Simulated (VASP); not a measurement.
# C (Cmme) in VASP: notebook, part 3 of 3

VASP 6.6.1.

## (5) Single point, PBEsol

This run uses another cell than the first one, of 9.37 Å³/atom.

File INCAR:

```
PREC = Accurate ; ENCUT = 520
EDIFF = 1E-6 ; ISMEAR = -1
SIGMA = 0.15 ; LREAL = F
LASPH = T ; NELM = 60
ALGO = Normal ; ISIF = 2
LWAVE = F ; LCHARG = F
GGA = PS ; NBANDS = 16
```

File KPOINTS:

```
regular mesh
0
Gamma
  11 11 4
```

File POSCAR:

```
C
1.0
    1.2280500000     -2.1270600000      0.0000000000
    1.2280500000      2.1270600000      0.0000000000
    0.0000000000      0.0000000000      7.1732700000
C
4
Direct
    0.0833800000      0.9166200000      0.7531400000
    0.5833800000      0.4166200000      0.2468600000
    0.9166200000      0.0833800000      0.2468600000
    0.4166200000      0.5833800000      0.7531400000
```

Potentials or basis: VASP PAW PBE potentials, release 64 (C).

Launch:

```
$ cat potpaw_PBE.64/C/POTCAR > POTCAR
$ mpirun -np 1 vasp_std > vasp.out
```

OUTCAR:

```text
PREC = Accurate
   ENCUT = 520
   EDIFF = 1E-6
   ISMEAR = -1
   LREAL = F
   LASPH = T
   NELM = 60
   ISIF = 2
   GGA = PS

 ion  position               nearest neighbor table
   1  0.083  0.917  0.753-   4 1.42   4 1.42   4 1.42
   2  0.583  0.417  0.247-   3 1.42   3 1.42   3 1.42
   3  0.917  0.083  0.247-   2 1.42   2 1.42   2 1.42
   4  0.417  0.583  0.753-   1 1.42   1 1.42   1 1.42

  LATTYP: Found a hexagonal cell.
 ALAT       =     2.4561129954
 C/A-ratio  =     2.9205781711

  Lattice vectors:

 A1 = (   1.2280500000,  -2.1270600000,   0.0000000000)
 A2 = (   1.2280500000,   2.1270600000,   0.0000000000)
 A3 = (   0.0000000000,   0.0000000000,   7.1732700000)

Analysis of symmetry for initial positions (statically):
=====================================================================
 Subroutine PRICEL returns:
 Original cell was already a primitive cell.

 Routine SETGRP: Setting up the symmetry group for a
 hexagonal supercell.

 Subroutine GETGRP returns: Found  8 space group operations
 (whereof  4 operations were pure point group operations)
 out of a pool of 24 trial point group operations.

The static configuration has the point symmetry C_2h.
 The point group associated with its full space group is D_2h.

Analysis of symmetry for dynamics (positions and initial velocities):
=====================================================================
 Subroutine PRICEL returns:
 Original cell was already a primitive cell.

 Routine SETGRP: Setting up the symmetry group for a
 hexagonal supercell.

 Subroutine GETGRP returns: Found  8 space group operations
 (whereof  4 operations were pure point group operations)
 out of a pool of 24 trial point group operations.

The dynamic configuration has the point symmetry C_2h.
 The point group associated with its full space group is D_2h.

 Subroutine INISYM returns: Found  8 space group operations
 (whereof  4 operations are pure point group operations),
 and found     1 'primitive' translations

----------------------------------------------------------------------------------------

                                     Primitive cell

  volume of cell :      37.4751

  direct lattice vectors                    reciprocal lattice vectors
     1.228050000 -2.127060000  0.000000000     0.407149546 -0.235066242  0.000000000
     1.228050000  2.127060000  0.000000000     0.407149546  0.235066242  0.000000000
     0.000000000  0.000000000  7.173270000     0.000000000  0.000000000  0.139406435

  length of vectors
     2.456112995  2.456112995  7.173270000     0.470134971  0.470134971  0.139406435

  position of ions in fractional coordinates (direct lattice)
     0.083380000  0.916620000  0.753140000
     0.583380000  0.416620000  0.246860000
     0.916620000  0.083380000  0.246860000
     0.416620000  0.583380000  0.753140000

  ion indices of the primitive-cell ions
   primitive index   ion index
                 1           1
                 2           2
                 3           3
                 4           4

----------------------------------------------------------------------------------------

 KPOINTS: regular mesh

Automatic generation of k-mesh.
 Grid dimensions read from file:
 generate k-points for:   11   11    4

 Generating k-lattice:

  Cartesian coordinates                     Fractional coordinates (reciprocal lattice)
     0.037013595 -0.021369658  0.000000000     0.090909091 -0.000000000  0.000000000
     0.037013595  0.021369658  0.000000000    -0.000000000  0.090909091  0.000000000
     0.000000000  0.000000000  0.034851609     0.000000000  0.000000000  0.250000000

  Length of vectors
     0.042739543  0.042739543  0.034851609

  Shift w.r.t. Gamma in fractional coordinates (k-lattice)
     0.000000000  0.000000000  0.000000000

 Subroutine IBZKPT returns following result:
 ===========================================

 Found    108 irreducible k-points:

 Following reciprocal coordinates:
            Coordinates               Weight
  0.000000  0.000000  0.000000      1.000000
  0.090909  0.000000  0.000000      4.000000
 -0.090909  0.090909  0.000000      2.000000
  0.181818  0.000000  0.000000      4.000000
 -0.181818  0.181818  0.000000      2.000000
  0.272727  0.000000  0.000000      4.000000
[... 16 lines left out ...]
  0.454545  0.090909  0.000000      4.000000
  0.454545  0.454545  0.000000      2.000000
 [... further k-points ...]
   k-points           NKPTS =    108   k-points in BZ     NKDIM =    108   number of bands    NBANDS=     16
   number of dos      NEDOS =    301   number of ions     NIONS =      4
   total plane-waves  NPLWV =  17496
   dimension x,y,z NGX =    18 NGY =   18 NGZ =   54
   dimension x,y,z NGXF=    36 NGYF=   36 NGZF=  108
   ions per type =               4
   NGX,Y,Z   is equivalent  to a cutoff of  12.18, 12.18, 12.51 a.u.
   NGXF,Y,Z  is equivalent  to a cutoff of  24.37, 24.37, 25.03 a.u.
 SYSTEM =  unknown system
   PREC   = accura    normal or accurate (medium, high low for compatibility)
   ISTART =      0    job   : 0-new  1-cont  2-samecut
   ICHARG =      2    charge: 1-file 2-atom 10-const
   ISPIN  =      1    spin polarized calculation?
   LNONCOLLINEAR =      F non collinear calculations
   LSORBIT =      F    spin-orbit coupling
   LASPH  =      T    aspherical Exc in radial PAW
   ENCUT  =  520.0 eV  38.22 Ry    6.18 a.u.   4.57  4.57 13.34*2*pi/ulx,y,z
   NELM   =     60;   NELMIN=  2; NELMDL= -5     # of ELM steps
   EDIFF  = 0.1E-05   stopping-criterion for ELM
   LREAL  =      F    real-space projection
   EDIFFG = 0.1E-04   stopping-criterion for IOM
   NSW    =      0    number of steps for IOM
   IBRION =     -1    ionic relax: 0-MD 1-quasi-New 2-CG
   NFREE  =      0    steps in history (QN), initial steepest desc. (CG)
   ISIF   =      2    stress and relaxation
   ISYM   =      2    0-nonsym 1-usesym 2-fastsym
   POTIM  = 0.5000    time-step for ionic-motion
   TEBEG  =    0.0;   TEEND  =   0.0 temperature during run
   PSTRESS=    0.0 pullay stress
   NELECT =      16.0000    total number of electrons
   NUPDOWN=      -1.0000    fix difference up-down
   EMIN   =  10.00;   EMAX   =-10.00  energy-range for DOS
   EFERMI =   0.00;   METHOD = LEGACY
   ISMEAR =    -1;   SIGMA  =   0.15  broadening in eV -4-tet -1-fermi 0-gaus
   EFERMI_NEDOS =   21; number of points for ismear=-14 and -15
   IALGO  =     38    algorithm
   IMIX   =      4    mixing-type and parameters
     AMIX     =   0.40;   BMIX     =  1.00
     AMIX_MAG =   1.60;   BMIX_MAG =  1.00
  volume/ion in A,a.u.               =       9.37        63.22
  Fermi-wavevector in a.u.,A,eV,Ry     =   1.232728  2.329518 20.675654  1.519618
  Thomas-Fermi vector in A             =   2.367486
   LORBIT       =      0    0 simple, 1 ext, 2 COOP (PROOUT), +10 PAW based schemes
   GGA     = PS    functional components
   LHFCALC =     F    Hartree Fock is set to
   AEXX    =    0.0000 exact exchange contribution
   IVDW    =     0    specifies the selected vdW correction
   LEPSILON=     F    determine dielectric tensor
   LRPA    =     F    only Hartree local field effects (RPA)
 non-spin polarized calculation
  energy-cutoff  :      520.00
  volume of cell :       37.48
 maximum number of plane-waves:      1030
   NGX =  9   NGY =  9   NGZ = 27

 number of electron      15.9999996 magnetization

 Free energy of the ion-electron system (eV)
  ---------------------------------------------------
  ext. energy  EPLUGINS =         0.00000000
  ---------------------------------------------------
  free energy    TOTEN  =       -38.57850709 eV

  energy without entropy =      -38.57546975  energy(sigma->0) =      -38.57698842

 E-fermi :   4.1412     XC(G=0): -10.0942

 val. band max:        3.8167219026   @ k =   0.3636   0.3636   0.0000
 cond. band min:       4.7287657288   @ k =   0.3636   0.2727   0.0000
 fundamental gap:      0.9120438262
 Fermi energy:         4.1411533027

 k-point     1 :       0.0000    0.0000    0.0000
  band No.  band energies     occupation
      1     -15.5516      2.00000
      2     -15.3706      2.00000
      3      -4.2924      2.00000
      4      -2.8762      2.00000
      5       1.1091      2.00000
      6       1.1151      2.00000
[... 433 lines left out ...]
      3      -9.1225      2.00000
      4      -9.0221      2.00000
      5      -2.9575      2.00000
      6      -2.9192      2.00000
[... 8 lines left out ...]
     15      16.7368      0.00000
     16      19.5479      0.00000

 [... further k-points ...]

------------------------ aborting loop because EDIFF is reached ----------------------------------------

  FORCE on cell =-STRESS in cart. coord.  units (eV):
  Direction    XX          YY          ZZ          XY          YZ          ZX
  --------------------------------------------------------------------------------------
  -------------------------------------------------------------------------------------
  Total        0.5264169      0.5441165      0.0501682      0.0000000      0.0000000      0.0000000
  in kB       22.5059546     23.2626674      2.1448480      0.0000000      0.0000000      0.0000000
  external PRESSURE =      15.9711567 kB  Pullay stress =       0.0000000 kB

 VOLUME and BASIS-vectors are now :
 -----------------------------------------------------------------------------
  energy-cutoff  :      520.00
  volume of cell :       37.48
      direct lattice vectors                 reciprocal lattice vectors
     1.228050000 -2.127060000  0.000000000     0.407149546 -0.235066242  0.000000000
     1.228050000  2.127060000  0.000000000     0.407149546  0.235066242  0.000000000
     0.000000000  0.000000000  7.173270000     0.000000000  0.000000000  0.139406435

 POSITION                                       TOTAL-FORCE (eV/Angst)
 -----------------------------------------------------------------------------------
      1.22805      1.77235      5.40248         0.000000      0.037473     -0.004785
      1.22805     -0.35471      1.77079         0.000000      0.037473      0.004785
      1.22805     -1.77235      1.77079         0.000000     -0.037473      0.004785
      1.22805      0.35471      5.40248         0.000000     -0.037473     -0.004785
 -----------------------------------------------------------------------------------
    total drift:                                0.000000     -0.000000     -0.000000

  FREE ENERGIE OF THE ION-ELECTRON SYSTEM (eV)
  ---------------------------------------------------
  free  energy   TOTEN  =       -38.5785070862 eV

  energy  without entropy=      -38.5754697472  energy(sigma->0) =      -38.57698842
```

OSZICAR:

```text
N       E                     dE             d eps       ncg     rms          rms(c)
DAV:   1     0.334672523068E+02    0.33467E+02   -0.78623E+03  3464   0.917E+02
DAV:   2    -0.382134848122E+02   -0.71681E+02   -0.65294E+02  4816   0.189E+02
DAV:   3    -0.410140667683E+02   -0.28006E+01   -0.27874E+01  4568   0.353E+01
DAV:   4    -0.410378896061E+02   -0.23823E-01   -0.23814E-01  4288   0.391E+00
DAV:   5    -0.410382761251E+02   -0.38652E-03   -0.38650E-03  4520   0.473E-01    0.912E+00
DAV:   6    -0.391711513724E+02    0.18671E+01   -0.12670E+00  4088   0.701E+00    0.529E+00
DAV:   7    -0.385724804595E+02    0.59867E+00   -0.15551E+00  4224   0.787E+00    0.137E+00
DAV:   8    -0.385796709229E+02   -0.71905E-02   -0.71401E-02  4168   0.160E+00    0.276E-01
DAV:   9    -0.385782988026E+02    0.13721E-02   -0.20403E-03  4328   0.306E-01    0.101E-01
DAV:  10    -0.385785127681E+02   -0.21397E-03   -0.78767E-04  3816   0.168E-01    0.745E-02
DAV:  11    -0.385785058416E+02    0.69265E-05   -0.27891E-05  4488   0.341E-02    0.169E-02
DAV:  12    -0.385785070573E+02   -0.12157E-05   -0.16085E-06  3976   0.941E-03    0.422E-03
DAV:  13    -0.385785070862E+02   -0.28927E-07   -0.42096E-07  3352   0.514E-03
   1 F= -.38578507E+02 E0= -.38576988E+02  d E =-.303734E-02
```

It took 45 s on 1 thread of AMD EPYC 7R43 (Zen 3), shared host; peak memory 0.13 GiB.

Results:

```
Free energy   : -38.5785 eV
Pressure      : 1.6 GPa
Largest force : 0.038 eV/Å
```

Forces in eV/Å, atoms in the order of the input:
```
C    0.000  0.037 -0.005
C    0.000  0.037  0.005
C    0.000 -0.037  0.005
C    0.000 -0.037 -0.005
```

Caveat: this functional lacks dispersion, which binds the layers, so the pressure and a relaxed spacing across them are unreliable; the PAW data sets were made with another functional, which shifts forces and pressure a little.

## (6) Single point, PBEsol

This run uses another cell than the first one, of 9.62 Å³/atom.

File INCAR:

```
SYSTEM = C
ALGO = Normal
EDIFF = 1E-6
ENCUT = 520
GGA = PS
ISIF = 2
ISMEAR = -1
LASPH = .TRUE.
LCHARG = .TRUE.
LELF = .TRUE.
LREAL = .FALSE.
LVHAR = .TRUE.
LWAVE = .FALSE.
NBANDS = 16
NELM = 100
PREC = Accurate
SIGMA = 0.15
```

File KPOINTS:

```
k-points
0
G
  11 11 4
  0 0 0
```

File POSCAR:

```
C
1.0
    1.2388703813     -2.1458015824      0.0000000000
    1.2388703813      2.1458015824      0.0000000000
    0.0000000000      0.0000000000      7.2364738734
C
4
Direct
    0.0833800000      0.9166200000      0.7531400000
    0.5833800000      0.4166200000      0.2468600000
    0.9166200000      0.0833800000      0.2468600000
    0.4166200000      0.5833800000      0.7531400000
```

Potentials or basis: VASP PAW PBE potentials, release 64 (C).

Launch:

```
$ cat potpaw_PBE.64/C/POTCAR > POTCAR
$ mpirun -np 1 vasp_std > vasp.out
```

It took 47 s on 1 thread of AMD EPYC 7R43 (Zen 3), shared host; peak memory 0.14 GiB.

Results (log left out):

| Property | Result |
| --- | --- |
| Free energy | -38.5678 eV |
| Pressure | -5.1 GPa |
| Largest force | 0.035 eV/Å |

Forces in eV/Å, atoms in the order of the input:
```
C    0.000  0.035 -0.004
C    0.000  0.035  0.004
C    0.000 -0.035  0.004
C    0.000 -0.035 -0.004
```

Stress tensor (GPa, compression positive):
```
-7.77  0.00  0.00
 0.00 -7.71  0.00
 0.00  0.00  0.14
```

Caveat: the cell stands under tension; this functional lacks dispersion, which binds the layers, so the pressure and a relaxed spacing across them are unreliable; the PAW data sets were made with another functional, which shifts forces and pressure a little.

## (7) Summary

```csv
cell,pressure (GPa),largest force (eV/Å)
"a = 2.389, b = 2.389, c = 6.977 Å, angles 90.0, 90.0, 120.0°, 4 atoms",27.4,0.05
"a = 2.412, b = 2.412, c = 7.043 Å, angles 90.0, 90.0, 120.0°, 4 atoms",17.7,0.04
"a = 2.434, b = 2.434, c = 7.109 Å, angles 90.0, 90.0, 120.0°, 4 atoms",9.2,0.04
"a = 2.456, b = 2.456, c = 7.173 Å, angles 90.0, 90.0, 120.0°, 4 atoms",1.6,0.04
"a = 2.478, b = 2.478, c = 7.236 Å, angles 90.0, 90.0, 120.0°, 4 atoms",-5.1,0.04
```

Alike in all rows: task single point; level PBEsol; potentials or basis VASP PAW PBE potentials, release 64 (C); no spin polarisation; k mesh 11 × 11 × 4; cutoff (eV) 520; smearing fermi-dirac 0.15 eV.

Caveats: this functional lacks dispersion, which binds the layers, so the pressure and a relaxed spacing across them are unreliable; the PAW data sets were made with another functional, which shifts forces and pressure a little; the cell stands under pressure (at least some runs); the cell stands under tension (at least some runs).

Absolute energies hang on the potentials; compare differences alone.
